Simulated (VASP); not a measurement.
# Ta in VASP: a series of runs, part 2 of 2

VASP 6.6.1. The steps go on from the part before.

## (3) Single point, PBEsol, non-collinear spin, zero start, spin-orbit coupling

INCAR reads:

```
ALGO = Normal
EDIFF = 1E-6
ENCUT = 520
GGA = PS
GGA_COMPAT = False
ISIF = 2
ISMEAR = -1
LASPH = True
LCHARG = False
LMAXMIX = 4
LORBIT = 11
LORBMOM = True
LREAL = False
LSORBIT = True
LWAVE = False
MAGMOM = 0 0 0 0 0 0
NBANDS = 34
NELM = 150
PREC = Accurate
SIGMA = 0.05
```

KPOINTS reads:

```
k-points
0
Gamma
  11 11 5
```

POSCAR reads:

```
Ta
1.0
    2.9003720726      0.0000000000      0.0000000000
   -1.4501860363      2.5117958953      0.0000000000
    0.0000000000      0.0000000000      5.1662740000
Ta
2
Direct
    0.3333333333      0.6666666667      0.2500000000
    0.6666666667      0.3333333333      0.7500000000
```

Potentials or basis: VASP PAW PBE potentials, release 64 (Ta_pv).

The run is started by

```console
> cat potpaw_PBE.64/Ta_pv/POTCAR > POTCAR
> mpirun -np 1 vasp_ncl > vasp.out
```

OUTCAR:

```text
EDIFF = 1E-6
   ENCUT = 520
   GGA = PS
   ISIF = 2
   ISMEAR = -1
   LASPH = True
   LORBIT = 11
   LREAL = False
   LSORBIT = True
   NELM = 150
   PREC = Accurate

 ion  position               nearest neighbor table
   1  0.333  0.667  0.250-   2 3.08   2 3.08   2 3.08   2 3.08   2 3.08   2 3.08
   2  0.667  0.333  0.750-   1 3.08   1 3.08   1 3.08   1 3.08   1 3.08   1 3.08

  LATTYP: Found a hexagonal cell.
 ALAT       =     2.9003720726
 C/A-ratio  =     1.7812452577

  Lattice vectors:

 A1 = (   2.9003720726,   0.0000000000,   0.0000000000)
 A2 = (  -1.4501860363,   2.5117958953,   0.0000000000)
 A3 = (   0.0000000000,   0.0000000000,   5.1662740000)

Analysis of symmetry for initial positions (statically):
=====================================================================
 Subroutine PRICEL returns:
 Original cell was already a primitive cell.

 Routine SETGRP: Setting up the symmetry group for a
 hexagonal supercell.

 Subroutine GETGRP returns: Found 24 space group operations
 (whereof 12 operations were pure point group operations)
 out of a pool of 24 trial point group operations.

The static configuration has the point symmetry D_3d.
 The point group associated with its full space group is D_6h.

Analysis of symmetry for dynamics (positions and initial velocities):
=====================================================================
 Subroutine PRICEL returns:
 Original cell was already a primitive cell.

 Routine SETGRP: Setting up the symmetry group for a
 hexagonal supercell.

 Subroutine GETGRP returns: Found 24 space group operations
 (whereof 12 operations were pure point group operations)
 out of a pool of 24 trial point group operations.

The dynamic configuration has the point symmetry D_3d.
 The point group associated with its full space group is D_6h.

Analysis of structural, dynamic, and magnetic symmetry:
=====================================================================
 Subroutine PRICEL returns:
 Original cell was already a primitive cell.

 Routine SETGRP: Setting up the symmetry group for a
 hexagonal supercell.

 Subroutine GETGRP returns: Found 24 space group operations
 (whereof 12 operations were pure point group operations)
 out of a pool of 24 trial point group operations.

The overall configuration has the point symmetry D_3d.
 The point group associated with its full space group is D_6h.

 Subroutine INISYM returns: Found 24 space group operations
 (whereof 12 operations are pure point group operations),
 and found     1 'primitive' translations

----------------------------------------------------------------------------------------

                                     Primitive cell

  volume of cell :      37.6370

  direct lattice vectors                    reciprocal lattice vectors
     2.900372073  0.000000000  0.000000000     0.344783350  0.199060760  0.000000000
    -1.450186036  2.511795895  0.000000000     0.000000000  0.398121520  0.000000000
     0.000000000  0.000000000  5.166274000     0.000000000  0.000000000  0.193563098

  length of vectors
     2.900372073  2.900372073  5.166274000     0.398121520  0.398121520  0.193563098

[... 1032 lines left out ...]
  --------------------------------------------------------------------------------------
  -------------------------------------------------------------------------------------
  Total       -1.8372000     -1.8372000     -1.5285432      0.0000000      0.0000000     -0.0000000
  in kB      -78.2080617    -78.2080617    -65.0688000      0.0000000      0.0000000     -0.0000000
  external PRESSURE =     -73.8283078 kB  Pullay stress =       0.0000000 kB

 VOLUME and BASIS-vectors are now :
 -----------------------------------------------------------------------------
  energy-cutoff  :      520.00
  volume of cell :       37.64
      direct lattice vectors                 reciprocal lattice vectors
     2.900372073  0.000000000  0.000000000     0.344783350  0.199060760  0.000000000
    -1.450186036  2.511795895  0.000000000     0.000000000  0.398121520  0.000000000
     0.000000000  0.000000000  5.166274000     0.000000000  0.000000000  0.193563098

 POSITION                                       TOTAL-FORCE (eV/Angst)
 -----------------------------------------------------------------------------------
     -0.00000      1.67453      1.29157         0.000000     -0.000000      0.000000
      1.45019      0.83727      3.87471        -0.000000      0.000000      0.000000
 -----------------------------------------------------------------------------------
    total drift:                               -0.000000      0.000000     -0.000000

  FREE ENERGIE OF THE ION-ELECTRON SYSTEM (eV)
  ---------------------------------------------------
  free  energy   TOTEN  =       -25.9594990817 eV

  energy  without entropy=      -25.9408586188  energy(sigma->0) =      -25.95017885

 orbital moment (x)

 # of ion     p       d       tot
 ----------------------------------------
  1         0.000  -0.000  -0.000
  2         0.000   0.000   0.000
 ----------------------------------------
            0.000  -0.000  -0.000

 orbital moment (y)

 # of ion     p       d       tot
 ----------------------------------------
  1        -0.000   0.000   0.000
  2        -0.000  -0.000  -0.000
 ----------------------------------------
           -0.000   0.000  -0.000

 orbital moment (z)

 # of ion     p       d       tot
 ----------------------------------------
  1         0.000   0.000   0.000
  2         0.000   0.000   0.000
 ----------------------------------------
            0.000   0.000   0.000

 Spin-Orbit-Coupling matrix elements

 Ion:    1  E_soc:     -1.4417952
 l=   1
     0.0000000    -0.2164825    -0.2174337
    -0.2164825     0.0000000    -0.2164825
    -0.2174337    -0.2164825     0.0000000
 l=   2
     0.0000000    -0.0047453     0.0000000    -0.0047453    -0.0186524
    -0.0047453     0.0000000    -0.0143753    -0.0041147    -0.0047453
     0.0000000    -0.0143753     0.0000000    -0.0143753     0.0000000
    -0.0047453    -0.0041147    -0.0143753     0.0000000    -0.0047453
    -0.0186524    -0.0047453     0.0000000    -0.0047453     0.0000000
 l=   3
     0.0000000     0.0000000     0.0000000     0.0000000     0.0000000     0.0000000     0.0000000
     0.0000000     0.0000000     0.0000000     0.0000000     0.0000000     0.0000000     0.0000000
     0.0000000     0.0000000     0.0000000     0.0000000     0.0000000     0.0000000     0.0000000
     0.0000000     0.0000000     0.0000000     0.0000000     0.0000000     0.0000000     0.0000000
     0.0000000     0.0000000     0.0000000     0.0000000     0.0000000     0.0000000     0.0000000
     0.0000000     0.0000000     0.0000000     0.0000000     0.0000000     0.0000000     0.0000000
     0.0000000     0.0000000     0.0000000     0.0000000     0.0000000     0.0000000     0.0000000

 Ion:    2  E_soc:     -1.4417952
 l=   1
     0.0000000    -0.2164825    -0.2174337
    -0.2164825     0.0000000    -0.2164825
    -0.2174337    -0.2164825     0.0000000
 l=   2
     0.0000000    -0.0047453     0.0000000    -0.0047453    -0.0186524
    -0.0047453     0.0000000    -0.0143753    -0.0041147    -0.0047453
     0.0000000    -0.0143753     0.0000000    -0.0143753     0.0000000
    -0.0047453    -0.0041147    -0.0143753     0.0000000    -0.0047453
    -0.0186524    -0.0047453     0.0000000    -0.0047453     0.0000000
 l=   3
     0.0000000     0.0000000     0.0000000     0.0000000     0.0000000     0.0000000     0.0000000
     0.0000000     0.0000000     0.0000000     0.0000000     0.0000000     0.0000000     0.0000000
     0.0000000     0.0000000     0.0000000     0.0000000     0.0000000     0.0000000     0.0000000
     0.0000000     0.0000000     0.0000000     0.0000000     0.0000000     0.0000000     0.0000000
     0.0000000     0.0000000     0.0000000     0.0000000     0.0000000     0.0000000     0.0000000
     0.0000000     0.0000000     0.0000000     0.0000000     0.0000000     0.0000000     0.0000000
     0.0000000     0.0000000     0.0000000     0.0000000     0.0000000     0.0000000     0.0000000

 total charge

# of ion       s       p       d       tot
------------------------------------------
    1        0.372   6.155   2.352   8.880
    2        0.372   6.155   2.352   8.880
--------------------------------------------------
tot          0.745  12.311   4.704  17.759

 magnetization (x)

# of ion       s       p       d       tot
------------------------------------------
    1        0.000   0.000  -0.000  -0.000
    2        0.000   0.000   0.000   0.000
--------------------------------------------------
tot          0.000   0.000   0.000   0.000

 magnetization (y)

# of ion       s       p       d       tot
------------------------------------------
    1        0.000   0.000  -0.000  -0.000
    2        0.000   0.000   0.000   0.000
--------------------------------------------------
tot          0.000   0.000  -0.000  -0.000

 magnetization (z)

# of ion       s       p       d       tot
------------------------------------------
    1        0.000   0.000   0.000   0.000
    2        0.000   0.000   0.000   0.000
--------------------------------------------------
tot          0.000   0.000   0.000   0.000
```

OSZICAR:

```text
N       E                     dE             d eps       ncg     rms          rms(c)
DAV:   1     0.211240408537E+03    0.21124E+03   -0.12058E+04  3264   0.134E+03
DAV:   2    -0.185077219408E+02   -0.22975E+03   -0.22242E+03  3676   0.415E+02
DAV:   3    -0.268712307667E+02   -0.83635E+01   -0.80295E+01  4000   0.751E+01
DAV:   4    -0.270172255648E+02   -0.14599E+00   -0.14329E+00  3902   0.918E+00
DAV:   5    -0.270200155144E+02   -0.27899E-02   -0.27717E-02  3992   0.104E+00    0.179E+01
DAV:   6    -0.262090789955E+02    0.81094E+00   -0.90592E-01  3680   0.849E+00    0.856E+00
DAV:   7    -0.259634359206E+02    0.24564E+00   -0.71063E-01  3810   0.707E+00    0.154E+00
DAV:   8    -0.259616996313E+02    0.17363E-02   -0.77111E-03  4034   0.687E-01    0.363E-01
DAV:   9    -0.259595059334E+02    0.21937E-02   -0.27622E-03  3780   0.541E-01    0.450E-02
DAV:  10    -0.259594973352E+02    0.85982E-05   -0.10359E-04  3812   0.900E-02    0.342E-02
DAV:  11    -0.259594991582E+02   -0.18230E-05   -0.89266E-06  3964   0.265E-02    0.112E-02
DAV:  12    -0.259594990817E+02    0.76530E-07   -0.30944E-07  2174   0.477E-03
   1 F= -.25959499E+02 E0= -.25950179E+02  d E =-.186405E-01  mag=     0.0000     0.0000     0.0000
```

stdout:

```text
POSCAR found type information on POSCAR Ta
 POSCAR found :  1 types and       2 ions
 scaLAPACK will be used
 -----------------------------------------------------------------------------
|                                                                             |
|                                                                             |
|     You enforced a specific xc type in the INCAR file but a different       |
|     I HOPE YOU KNOW WHAT YOU ARE DOING!                                     |
|                                                                             |
 -----------------------------------------------------------------------------

 LDA part: xc-table for (Slater+PW92), standard interpolation
 POSCAR, INCAR and KPOINTS ok, starting setup
 FFT: planning ... GRIDC
 FFT: planning ... GRID_SOFT
 FFT: planning ... GRID
 WAVECAR not read
 entering main loop
```

It took 86 s on 1 thread of Intel Xeon Platinum 8259CL at 2.50GHz (Skylake/Cascade Lake), shared host; peak memory 0.29 GiB.

Results:

* Free energy: -25.9595 eV
* Pressure: -7.4 GPa
* Net moment: 0.00 μB per cell
* Valence electrons inside the program's atomic spheres: Ta 8.88

Moments on the atoms (μB; x, y, z):
```
Ta  0.00 0.00 0.00
Ta  0.00 0.00 0.00
```

Caveat: the PAW data sets were made with another functional, which shifts forces and pressure a little.
